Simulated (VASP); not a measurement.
A run of VASP 6.6.1:

Contents of INCAR:

```
SYSTEM = Mg8O9
ALGO = Normal
EDIFF = 1E-6
ENCUT = 520
GGA = CA
ISIF = 2
ISMEAR = 0
ISPIN = 2
LASPH = .True.
LCHARG = .False.
LORBIT = 11
LREAL = Auto
LWAVE = .False.
MAGMOM = 0 0 0 0 0 0 0 0 0 0 0 0 0 0 0 0 1
NBANDS = 53
NELM = 150
PREC = Accurate
SIGMA = 0.02
```

File KPOINTS:

```
k-points
0
Gamma
  2 2 2
  0 0 0
```

POSCAR

```
Mg8O9
1.0
    0.0000000000      4.2100000000      4.2100000000
    4.2100000000      0.0000000000      4.2100000000
    4.2100000000      4.2100000000      0.0000000000
Mg O
8 9
Direct
   -0.0254400779     -0.0261508865      0.0782209965
    0.0040738417      0.0031990362      0.5027099622
    0.0090674407      0.5003525008     -0.0092915258
    0.0040384711      0.4905949578      0.5026770799
    0.5010926749      0.0083958919     -0.0094010488
    0.4915767133      0.0031825918      0.5025259215
    0.5010749669      0.5003727287     -0.0094055832
    0.5121654954      0.5113276833      0.4656585278
    0.2596395532      0.2588630083      0.2230661922
    0.2818871528      0.2812648764      0.7376672855
    0.2556846351      0.7504917649      0.2437816319
    0.2818466109      0.6997260206      0.7376339979
    0.7512479373      0.2548944233      0.2438306595
    0.7006828977      0.2810503691      0.7376457628
    0.7512585273      0.7504834635      0.2438391126
    0.7535776443      0.7528736586      0.7411141255
    1.0971022954      1.0958930114      0.7117916721
```

Potentials or basis: VASP PAW LDA potentials, release 64 (Mg, O).

Run with:

```sh
$ cat potpaw_LDA.64/Mg/POTCAR potpaw_LDA.64/O/POTCAR > POTCAR
$ mpirun -np 1 vasp_std > vasp.out
```

Hardware: 1 thread of AMD EPYC 7R13 Processor (Zen 3), on a shared host.

Q: Estimate the wall time of this run.

A: Run time: 6.7 min on 1 thread of AMD EPYC 7R13 Processor (Zen 3), on a shared host, peak memory 0.29 GiB. Counts: scf iterations 15, k points 8.
